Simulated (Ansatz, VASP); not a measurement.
**Ag in VASP and in Ansatz**

File INCAR:

```
SYSTEM = Ag
ALGO     = Fast           ! electronic algorithm
EDIFF    = 1E-6           ! SCF threshold, eV
EDIFFG   = -0.001         ! ionic threshold
ENCUT    = 600            ! plane-wave cutoff, eV
GGA      = CA             ! functional
IBRION   = 2              ! ionic algorithm
ISIF     = 3              ! what is computed and relaxed
ISMEAR   = -1             ! smearing method
LASPH    = .TRUE.         ! aspherical terms in the spheres
LCHARG   = .FALSE.        ! write CHGCAR
LREAL    = .FALSE.        ! projectors in reciprocal space
LWAVE    = .FALSE.        ! write WAVECAR
NELM     = 100            ! most SCF steps
NSW      = 80             ! ionic steps
PREC     = Accurate       ! precision mode
SIGMA    = 0.15           ! smearing width, eV
```

KPOINTS

```
k-points
0
G
  18 18 10
  0 0 0
```

POSCAR

```
Ag
1.0
    2.8292200651      0.0000000000      0.0000000000
   -1.4146100326      2.4501764493      0.0000000000
    0.0000000000      0.0000000000      4.6302970604
Ag
2
Direct
    0.3333333333      0.6666666667      0.2500000000
    0.6666666667      0.3333333333      0.7500000000
```

Input for Ansatz:

```yaml
crystal:
  lattice:
    - [2.8292200651, 0.0, 0.0]
    - [-1.4146100326, 2.4501764493, 0.0]
    - [0.0, 0.0, 4.6302970604]
  atoms:
    - { symbol: Ag, position: [0.3333333333, 0.6666666667, 0.25] }
    - { symbol: Ag, position: [0.6666666667, 0.3333333333, 0.75] }
basis:
  ecutwfc: 420
kpoints:
  mp_grid: { grid: [18, 18, 10] }
hamiltonian:
  xc: lda
scf:
  occupations: { method: fermi_dirac, width: 0.15 }
output:
  forces: true
  stress: true
  eigenvalues: true
relax:
  adjacent_minimum: "off"
  f_tol: 0.001
  max_steps: 60
  cell: { stress_tol: 0.01 }
```

Alike in both runs: task relaxation of cell and atoms; functional LDA; k mesh 18 × 18 × 10; occupations fermi-dirac, width 0.15 eV; no spin polarisation.

|  | VASP | Ansatz |
| --- | --- | --- |
| version | VASP 6.6.1 | Ansatz 0.2.0 |
| potentials or method | VASP PAW LDA potentials, release 64 (Ag), cutoff 600 eV | scalar-relativistic, plane waves, PAW |
| valence electrons in the cell | 22 | 38 |

Ansatz gave:

```
gap on the k mesh at the Fermi level, each at its own relaxed structure (eV) : none
relaxed volume (Å³/atom)                                                     : 16.05
relaxed cell length with the largest relative difference (Å)                 : 2.826
```

Problem. Which values does VASP return?

Solution. gap on the k mesh at the Fermi level, each at its own relaxed structure (eV): none; relaxed volume (Å³/atom): 16.06; relaxed cell length with the largest relative difference (Å): 2.827.

LDA's correlation is that of Perdew and Zunger in VASP and of Perdew and Wang (1992) in Ansatz. A gap of «none» marks a metal or a gap that the smearing closes. VASP's potentials hold 22 valence electrons a cell and Ansatz's 38, so a difference there can come from the potentials and not from the codes.
